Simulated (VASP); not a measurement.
# LiSb2 (I4/mmm) in VASP: relaxation of cell and atoms with PBE

Aim: the relaxation of cell and atoms of LiSb2 with PBE.

Program: VASP 6.6.1. These are calculated values, not measurements. Logs are shortened: lines on timing, memory, paths and dates and some standing lists are left out, and cuts for length are marked.

**1. The cell of the first run**

Symmetry: I4/mmm, No. 139, tetragonal system. Conventional cell: a = 3.970 Å, b = 3.970 Å, c = 9.693 Å, α = 90.00°, β = 90.00°, γ = 90.00°. Within 4.1 Å of Li (site symmetry 4/mmm) lie 10 Sb at 3.08 to 3.32 Å and 4 Li at 3.97 Å. Within 4.1 Å of Sb (site symmetry 4mm) lie 5 Li at 3.08 to 3.32 Å and 9 Sb at 3.10 to 3.97 Å.

**2. Relaxation of cell and atoms, PBE**

The input, INCAR:

```
SYSTEM = LiSb2
PREC = Accurate
ENCUT = 600
EDIFF = 1E-6
ISMEAR = 0
SIGMA = 0.1
LREAL = .False.
LASPH = .True.
NELM = 100
ALGO = Normal
ISIF = 3
LWAVE = .False.
LCHARG = .False.
GGA = PE
IBRION = 2
NSW = 100
EDIFFG = -0.01
```

The input, KPOINTS:

```
regular mesh
0
Gamma
  16 16 16
  0 0 0
```

The input, POSCAR:

```
LiSb2
1.0
   -1.9848067465      1.9848067465      4.8462640784
    1.9848067465     -1.9848067465      4.8462640784
    1.9848067465      1.9848067465     -4.8462640784
Li Sb
1 2
Direct
    0.5000000000      0.5000000000      0.0000000000
    0.1823698612      0.1823698612      0.0000000000
    0.8176301388      0.8176301388      0.0000000000
```

Potentials or basis: VASP PAW PBE potentials, release 64 (Li_sv, Sb).

Started as:

```sh
$ cat potpaw_PBE.64/Li_sv/POTCAR potpaw_PBE.64/Sb/POTCAR > POTCAR
$ mpirun -np 1 vasp_std > vasp.out
```

OUTCAR:

```text
SYSTEM = LiSb2
   PREC = Accurate
   ENCUT = 600
   EDIFF = 1E-6
   ISMEAR = 0
   LREAL = .False.
   LASPH = .True.
   NELM = 100
   ISIF = 3
   GGA = PE
   IBRION = 2
   NSW = 100
   EDIFFG = -0.01

 ion  position               nearest neighbor table
   1  0.500  0.500  0.000-   2 3.08   3 3.08
   2  0.182  0.182  0.000-   1 3.08   3 3.10   3 3.10   3 3.10   3 3.10   3 3.54
   3  0.818  0.818  0.000-   1 3.08   2 3.10   2 3.10   2 3.10   2 3.10   2 3.54

  LATTYP: Found a body centered tetragonal cell.
 ALAT       =     3.9696134930
 C/A-ratio  =     2.4416805752

  Lattice vectors:

 A1 = (  -1.9848067465,   1.9848067465,   4.8462640784)
 A2 = (   1.9848067465,  -1.9848067465,   4.8462640784)
 A3 = (   1.9848067465,   1.9848067465,  -4.8462640784)

Analysis of symmetry for initial positions (statically):
=====================================================================
 Subroutine PRICEL returns:
 Original cell was already a primitive cell.

 Routine SETGRP: Setting up the symmetry group for a
 body centered tetragonal supercell.

 Subroutine GETGRP returns: Found 16 space group operations
 (whereof 16 operations were pure point group operations)
 out of a pool of 16 trial point group operations.

The static configuration has the point symmetry D_4h.

Analysis of symmetry for dynamics (positions and initial velocities):
=====================================================================
 Subroutine PRICEL returns:
 Original cell was already a primitive cell.

 Routine SETGRP: Setting up the symmetry group for a
 body centered tetragonal supercell.

 Subroutine GETGRP returns: Found 16 space group operations
 (whereof 16 operations were pure point group operations)
 out of a pool of 16 trial point group operations.

The dynamic configuration has the point symmetry D_4h.

 Subroutine INISYM returns: Found 16 space group operations
 (whereof 16 operations are pure point group operations),
 and found     1 'primitive' translations

----------------------------------------------------------------------------------------

                                     Primitive cell

  volume of cell :      76.3666

  direct lattice vectors                    reciprocal lattice vectors
    -1.984806747  1.984806747  4.846264078     0.000000000  0.251913694  0.103172256
     1.984806747 -1.984806747  4.846264078     0.251913694  0.000000000  0.103172256
     1.984806747  1.984806747 -4.846264078     0.251913694  0.251913694  0.000000000

  length of vectors
     5.600463477  5.600463477  5.600463477     0.272222379  0.272222379  0.356259763

  position of ions in fractional coordinates (direct lattice)
     0.500000000  0.500000000  0.000000000
     0.182369861  0.182369861  0.000000000
     0.817630139  0.817630139  0.000000000

  ion indices of the primitive-cell ions
   primitive index   ion index
                 1           1
                 2           2
                 3           3

----------------------------------------------------------------------------------------

 KPOINTS: regular mesh

Automatic generation of k-mesh.
 Grid dimensions read from file:
 generate k-points for:   16   16   16

 Generating k-lattice:

  Cartesian coordinates                     Fractional coordinates (reciprocal lattice)
     0.000000000  0.015744606  0.006448266     0.062500000 -0.000000000  0.000000000
     0.015744606  0.000000000  0.006448266    -0.000000000  0.062500000  0.000000000
     0.015744606  0.015744606  0.000000000     0.000000000  0.000000000  0.062500000

  Length of vectors
     0.017013899  0.017013899  0.022266235

  Shift w.r.t. Gamma in fractional coordinates (k-lattice)
     0.000000000  0.000000000  0.000000000

 Subroutine IBZKPT returns following result:
 ===========================================

 Found    349 irreducible k-points:

 Following reciprocal coordinates:
            Coordinates               Weight
  0.000000  0.000000  0.000000      1.000000
  0.062500  0.000000  0.000000      8.000000
  0.125000  0.000000  0.000000      8.000000
  0.187500  0.000000  0.000000      8.000000
  0.250000  0.000000  0.000000      8.000000
  0.312500  0.000000  0.000000      8.000000
[... 16 lines left out ...]
 -0.125000  0.062500  0.000000     16.000000
 -0.062500  0.062500  0.000000      4.000000
 [... further k-points ...]
   k-points           NKPTS =    349   k-points in BZ     NKDIM =    349   number of bands    NBANDS=     10
   number of dos      NEDOS =    301   number of ions     NIONS =      3
   total plane-waves  NPLWV = 110592
   dimension x,y,z NGX =    48 NGY =   48 NGZ =   48
   dimension x,y,z NGXF=    96 NGYF=   96 NGZF=   96
   ions per type =               1   2
   NGX,Y,Z   is equivalent  to a cutoff of  14.25, 14.25, 14.25 a.u.
   NGXF,Y,Z  is equivalent  to a cutoff of  28.50, 28.50, 28.50 a.u.
 SYSTEM =  LiSb2
   PREC   = accura    normal or accurate (medium, high low for compatibility)
   ISTART =      0    job   : 0-new  1-cont  2-samecut
   ICHARG =      2    charge: 1-file 2-atom 10-const
   ISPIN  =      1    spin polarized calculation?
   LNONCOLLINEAR =      F non collinear calculations
   LSORBIT =      F    spin-orbit coupling
   LASPH  =      T    aspherical Exc in radial PAW
   ENCUT  =  600.0 eV  44.10 Ry    6.64 a.u.  11.19 11.19 11.19*2*pi/ulx,y,z
   NELM   =    100;   NELMIN=  2; NELMDL= -5     # of ELM steps
   EDIFF  = 0.1E-05   stopping-criterion for ELM
   LREAL  =      F    real-space projection
   EDIFFG = -.1E-01   stopping-criterion for IOM
   NSW    =    100    number of steps for IOM
   IBRION =      2    ionic relax: 0-MD 1-quasi-New 2-CG
   NFREE  =      1    steps in history (QN), initial steepest desc. (CG)
   ISIF   =      3    stress and relaxation
   ISYM   =      2    0-nonsym 1-usesym 2-fastsym
   POTIM  = 0.5000    time-step for ionic-motion
   TEBEG  =    0.0;   TEEND  =   0.0 temperature during run
   PSTRESS=    0.0 pullay stress
   NELECT =      13.0000    total number of electrons
   NUPDOWN=      -1.0000    fix difference up-down
   EMIN   =  10.00;   EMAX   =-10.00  energy-range for DOS
   EFERMI =   0.00;   METHOD = LEGACY
   ISMEAR =     0;   SIGMA  =   0.10  broadening in eV -4-tet -1-fermi 0-gaus
   EFERMI_NEDOS =   21; number of points for ismear=-14 and -15
   IALGO  =     38    algorithm
   IMIX   =      4    mixing-type and parameters
     AMIX     =   0.40;   BMIX     =  1.00
     AMIX_MAG =   1.60;   BMIX_MAG =  1.00
  volume/ion in A,a.u.               =      25.46       171.78
  Fermi-wavevector in a.u.,A,eV,Ry     =   0.907308  1.714564 11.200424  0.823208
  Thomas-Fermi vector in A             =   2.031100
   LORBIT       =      0    0 simple, 1 ext, 2 COOP (PROOUT), +10 PAW based schemes
   GGA     = PE    functional components
   LHFCALC =     F    Hartree Fock is set to
   AEXX    =    0.0000 exact exchange contribution
   IVDW    =     0    specifies the selected vdW correction
   LEPSILON=     F    determine dielectric tensor
   LRPA    =     F    only Hartree local field effects (RPA)
 conjugate gradient relaxation of ions
 non-spin polarized calculation
 Gauss-broadening in eV      SIGMA  =   0.10
  energy-cutoff  :      600.00
  volume of cell :       76.37
 maximum number of plane-waves:      2579
 NGX is ok and might be reduce to    48
   NGX = 23   NGY = 23   NGZ = 23

--------------------------------------- Ionic step        1  -------------------------------------------

 number of electron      13.0000000 magnetization

 Free energy of the ion-electron system (eV)
  ---------------------------------------------------
  ext. energy  EPLUGINS =         0.00000000
  ---------------------------------------------------
  free energy    TOTEN  =       -10.54621774 eV

  energy without entropy =      -10.54030100  energy(sigma->0) =      -10.54325937

------------------------ aborting loop because EDIFF is reached ----------------------------------------

  FORCE on cell =-STRESS in cart. coord.  units (eV):
  Direction    XX          YY          ZZ          XY          YZ          ZX
  --------------------------------------------------------------------------------------
  -------------------------------------------------------------------------------------
  Total        0.1569885      0.1569885     -0.1102715      0.0000000      0.0000000      0.0000000
  in kB        3.2936309      3.2936309     -2.3135041      0.0000000      0.0000000      0.0000000
  external PRESSURE =       1.4245859 kB  Pullay stress =       0.0000000 kB
[... 92 lines left out ...]
  FREE ENERGIE OF THE ION-ELECTRON SYSTEM (eV)
  ---------------------------------------------------
  free  energy   TOTEN  =       -10.5540866661 eV

  energy  without entropy=      -10.5476523610  energy(sigma->0) =      -10.55086951

[... ionic steps 4 to 12 ...]

--------------------------------------- Ionic step       13  -------------------------------------------

 number of electron      12.9999999 magnetization

------------------------ aborting loop because EDIFF is reached ----------------------------------------

  FORCE on cell =-STRESS in cart. coord.  units (eV):
  Direction    XX          YY          ZZ          XY          YZ          ZX
  --------------------------------------------------------------------------------------
  -------------------------------------------------------------------------------------
  Total        0.3578150      0.3578150     -0.1091608      0.0000000      0.0000000      0.0000000
  in kB        7.0398858      7.0398858     -2.1477016      0.0000000      0.0000000      0.0000000
  external PRESSURE =       3.9773567 kB  Pullay stress =       0.0000000 kB
[... 59 lines left out ...]
  energy  without entropy=      -10.5719886087  energy(sigma->0) =      -10.57512215

--------------------------------------- Ionic step       15  -------------------------------------------

 number of electron      13.0000000 magnetization

 Free energy of the ion-electron system (eV)
  ---------------------------------------------------
  ext. energy  EPLUGINS =         0.00000000
  ---------------------------------------------------
  free energy    TOTEN  =       -10.57881280 eV

  energy without entropy =      -10.57253479  energy(sigma->0) =      -10.57567380

 E-fermi :   5.5130     XC(G=0):  -8.8433

 val. band max:        5.5059057503   @ k =   0.5000   0.4375   0.0000
 cond. band min:       5.5193642563   @ k =  -0.3750   0.5000   0.2500
 fundamental gap:      0.0134585059
 Fermi energy:         5.5130434840

 k-point     1 :       0.0000    0.0000    0.0000
  band No.  band energies     occupation
      1     -41.8131      2.00000
      2      -6.3261      2.00000
      3      -0.5079      2.00000
      4       3.4162      2.00000
      5       3.4162      2.00000
      6       3.4935      2.00000
      7       3.8177      2.00000
      8       8.1218      0.00000
      9       8.1218      0.00000
     10       8.7935      0.00000
[... 287 lines left out ...]
 k-point    24 :      -0.0625    0.0625    0.0000
  band No.  band energies     occupation
      1     -41.8131      2.00000
      2      -6.2592      2.00000
      3      -0.6508      2.00000
      4       2.8812      2.00000
      5       3.2428      2.00000
      6       3.8068      2.00000
      7       4.3798      2.00000
      8       7.5716      0.00000
      9       7.8935      0.00000
     10       9.3009      0.00000

 [... further k-points ...]
[... 5 lines left out ...]
  --------------------------------------------------------------------------------------
  -------------------------------------------------------------------------------------
  Total       -0.0041172     -0.0041172     -0.0056054      0.0000000     -0.0000000      0.0000000
  in kB       -0.0811859     -0.0811859     -0.1105306      0.0000000     -0.0000000      0.0000000
  external PRESSURE =      -0.0909675 kB  Pullay stress =       0.0000000 kB
[... 18 lines left out ...]
  FREE ENERGIE OF THE ION-ELECTRON SYSTEM (eV)
  ---------------------------------------------------
  free  energy   TOTEN  =       -10.5788127987 eV

  energy  without entropy=      -10.5725347915  energy(sigma->0) =      -10.57567380

 reached required accuracy - stopping structural energy minimisation
```

Run time: 22 min. Hardware: 1 thread of Intel Xeon 6975P-C (Granite Rapids), shared host; peak memory 0.61 GiB.

What came out:

```yaml
Free_energy: -10.5788 eV
Relaxed_volume: 27.08 Å³/atom
Relaxed_cell: a = 5.648 Å, b = 5.648 Å, c = 5.648 Å, α = 137.52°, β = 137.52°, γ = 61.64°
Space_group_after_relaxing_to_0.05_Å: I4/mmm (No. 139)
Energy_gained_by_relaxing: 10.9 meV/atom
Ionic_steps: 15
Pressure_after_relaxing: 0.0 GPa
Largest_force_after_relaxing: 0.004 eV/Å
```

Forces in eV/Å, atoms in the order of the input:
```
Li   0.000  0.000  0.000
Sb   0.000  0.000  0.004
Sb   0.000  0.000 -0.004
```

The path:
| step | energy change (eV) | largest force (eV/Å) | pressure (GPa) | volume (Å³) |
| --- | --- | --- | --- | --- |
| 1 | 0.0000 | 0.1189 | 0.14 | 76.37 |
| 2 | -0.0022 | 0.1200 | 0.09 | 76.62 |
| 3 | -0.0079 | 0.1500 | -0.05 | 77.36 |
| 4 | -0.0165 | 0.1899 | -0.33 | 78.85 |
| 5 | -0.0165 | 0.1742 | -0.46 | 79.58 |
| 6 | -0.0170 | 0.1852 | -0.39 | 79.17 |
| 7 | -0.0186 | 0.1674 | -0.30 | 79.19 |
| 8 | -0.0219 | 0.1098 | -0.06 | 79.27 |
| 9 | -0.0223 | 0.0015 | 0.45 | 79.43 |
| 10 | -0.0231 | 0.0474 | 0.21 | 79.36 |
| 11 | -0.0258 | 0.0359 | 0.22 | 79.57 |
| 12 | -0.0310 | 0.0013 | 0.25 | 80.20 |
| 13 | -0.0283 | 0.0996 | 0.40 | 81.43 |
| 14 | -0.0320 | 0.0293 | 0.30 | 80.63 |
| 15 | -0.0326 | 0.0044 | -0.01 | 81.25 |

Final structure:
```
Li Sb
1.0
    -2.04640    2.04640    4.85059
     2.04640   -2.04640    4.85059
     2.04640    2.04640   -4.85059
Li Sb
1 2
Direct
  0.50000 0.50000 0.00000
  0.19706 0.19706 0.00000
  0.80294 0.80294 0.00000
```

Levels at points of the mesh, in eV from the Fermi level:
| k point | band 2 | band 3 | band 4 | band 5 | band 6 | band 7 | band 8 | band 9 | band 10 |
| --- | --- | --- | --- | --- | --- | --- | --- | --- | --- |
| (0.00, 0.00, 0.00) | -11.84 | -6.02 | -2.10 | -2.10 | -2.02 | -1.70 | 2.61 | 2.61 | 3.28 |
| (0.50, 0.00, 0.00) | -9.77 | -9.49 | -3.38 | -2.49 | -0.03 | 0.19 | 1.15 | 1.74 | 3.41 |
| (0.50, 0.50, 0.00) | -8.80 | -8.47 | -5.10 | -4.72 | -1.97 | -0.32 | -0.18 | 2.56 | 3.69 |
| (0.50, 0.50, 0.50) | -11.59 | -7.21 | -2.83 | -2.41 | -2.41 | 1.76 | 2.88 | 4.18 | 4.18 |

Caveat: the cutoff is under 1.25 times the usual one of these potentials, so pressure, stress and relaxed cells hold a basis-set (Pulay) error; spin-orbit coupling is left out, which moves the levels of the heavy elements.
